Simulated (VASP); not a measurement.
Write the native input for VASP 6.6.1 that does the following.

| Quantity | Value |
| --- | --- |
| Task | single point |
| Functional | PBE |
| Potentials or basis | VASP PAW PBE potentials, release 64 (Ba_sv, Ti_sv, O_h) |
| Cutoff | 1340 eV |
| k mesh | 8 × 8 × 8 |
| Occupations | gaussian, width 0.02 eV |
| Spin | no spin polarisation |
| Dipole correction | no |
| Further INCAR settings | ALGO = Normal; EDIFF = 1e-06; NBANDS = 28 |

The structure of BaTiO3 lies in POSCAR:

```
BaTiO3
1.0
    3.9877958523      0.0000000000      0.0000000000
    0.0000000000      3.9877958523      0.0000000000
    0.0000000000      0.0000000000      3.9877958523
Ba Ti O
1 1 3
Direct
    0.5000000000      0.5000000000      0.5000000000
    0.0000000000      0.0000000000      0.0000000000
    0.5000000000      0.0000000000      0.0000000000
    0.0000000000      0.5000000000      0.0000000000
    0.0000000000      0.0000000000      0.5000000000
```

One way to write it, as run:

INCAR

```
  PREC = Accurate
  ENCUT = 1340
  EDIFF = 1E-6
  ISMEAR = 0
  SIGMA = 0.02
  LREAL = F
  LASPH = T
  NELM = 120
  ALGO = Normal
  ISIF = 2
  LWAVE = F
  LCHARG = F
  GGA = PE
  NBANDS = 28
  GGA_COMPAT = F
```

KPOINTS

```
Automatic mesh
0
Gamma
  8 8 8
```

Potentials or basis: VASP PAW PBE potentials, release 64 (Ba_sv, Ti_sv, O_h).

Run with:

```sh
$ cat potpaw_PBE.64/Ba_sv/POTCAR potpaw_PBE.64/Ti_sv/POTCAR potpaw_PBE.64/O_h/POTCAR > POTCAR
$ mpirun -np 1 vasp_std > vasp.out
```

It gave:

- Pressure: 5.7 GPa
- Band gap on the k mesh: 1.77 eV (least direct gap 1.90 eV)

Caveat: the cell stands under pressure; spin-orbit coupling is left out, which moves the levels of the heavy elements.

Wall time 3.4 min on 1 thread of Intel(R) Xeon(R) Platinum 8259CL CPU @ 2.50GHz (Skylake/Cascade Lake), on a shared host, peak memory 0.49 GiB.
